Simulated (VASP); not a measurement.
Write the native input for VASP 6.6.1 that does the following.

* Task: single point
* Functional: LDA
* Potentials or basis: VASP PAW LDA potentials, release 64 (Tl_d, S)
* Cutoff: 500 eV
* k mesh: 5 × 5 × 5
* Occupations: fermi-dirac, width 0.02 eV
* Spin: no spin polarisation
* Dipole correction: no
* Further INCAR settings: ALGO = Normal; EDIFF = 1e-06; NBANDS = 16

The structure of TlS lies in POSCAR:

```
TlS
1.0
    3.5956350000      0.0000000000      0.0000000000
    0.0000000000      3.5956350000      0.0000000000
    0.0000000000      0.0000000000      3.5956350000
Tl S
1 1
Direct
    0.5000000000      0.5000000000      0.5000000000
    0.0000000000      0.0000000000      0.0000000000
```

The input as run:

INCAR

```
SYSTEM = TlS
PREC     = Accurate       ! precision mode
ENCUT    = 500            ! plane-wave cutoff, eV
EDIFF    = 1E-6           ! SCF threshold, eV
ISMEAR   = -1             ! smearing method
SIGMA    = 0.02           ! smearing width, eV
LREAL    = .FALSE.        ! projectors in reciprocal space
LASPH    = .TRUE.         ! aspherical terms in the spheres
NELM     = 120            ! most SCF steps
ALGO     = Normal         ! electronic algorithm
ISIF     = 2              ! what is computed and relaxed
LWAVE    = .FALSE.        ! write WAVECAR
LCHARG   = .FALSE.        ! write CHGCAR
GGA      = CA             ! functional
NBANDS   = 16             ! bands
GGA_COMPAT= .FALSE.
```

KPOINTS

```
Automatic mesh
0
G
  5 5 5
  0 0 0
```

Potentials or basis: VASP PAW LDA potentials, release 64 (Tl_d, S).

Command:

```console
$ cat potpaw_LDA.64/Tl_d/POTCAR potpaw_LDA.64/S/POTCAR > POTCAR
$ mpirun -np 1 vasp_std > vasp.out
```

Results of the run:

| Quantity | Value |
| --- | --- |
| Pressure | -4.7 GPa |
| Band gap on the k mesh | zero (an odd number of electrons rules out a gap without spin polarisation) |

Caveat: the cell stands under tension; spin-orbit coupling is left out, which moves the levels of the heavy elements.

Run time: 5.8 s on 1 thread of Intel(R) Xeon(R) Platinum 8488C (Sapphire Rapids) (shared host), peak memory 0.14 GiB.
